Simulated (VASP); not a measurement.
BAs:

```
CELL_PARAMETERS angstrom
0.00000 2.39187 2.39187
2.39187 0.00000 2.39187
2.39187 2.39187 0.00000
ATOMIC_POSITIONS crystal
B 0.00000 0.00000 0.00000
As 0.25000 0.25000 0.25000
```

Base run:

| Property | Result |
| --- | --- |
| Program | VASP 6.6.1 |
| Functional | PBEsol |
| Potentials or basis | VASP PAW PBE potentials, release 64 (B, As) |
| Cutoff | 500 eV |
| k mesh | 6 × 6 × 6 |
| Occupations | gaussian, width 0.01 eV |
| Spin | no spin polarisation |

Its results: band gap on the k mesh 1.18 eV, indirect (least direct gap 3.23 eV); pressure -0.5 GPa.

Problem. After a change of settings the same cell gave: band gap on the k mesh 1.47 eV, indirect (least direct gap 3.44 eV); pressure 0.3 GPa. Which change was it?
A. functional from PBEsol to r2SCAN; cutoff from 500 eV to 550 eV
B. k mesh from 6 × 6 × 6 to 6 × 6 × 6, shifted; further incar settings from ALGO = Normal; EDIFF = 1e-06; NBANDS = 11 to ALGO = Normal; EDIFF = 1e-06; NBANDS = 11; ISYM = 0
C. dispersion from none to D4

Solution. A.

r2SCAN gives the wider gap, since meta-GGAs in the generalised Kohn-Sham scheme recover part of the derivative discontinuity.

Caveats: the PAW data sets were made with another functional, which shifts forces and pressure a little.
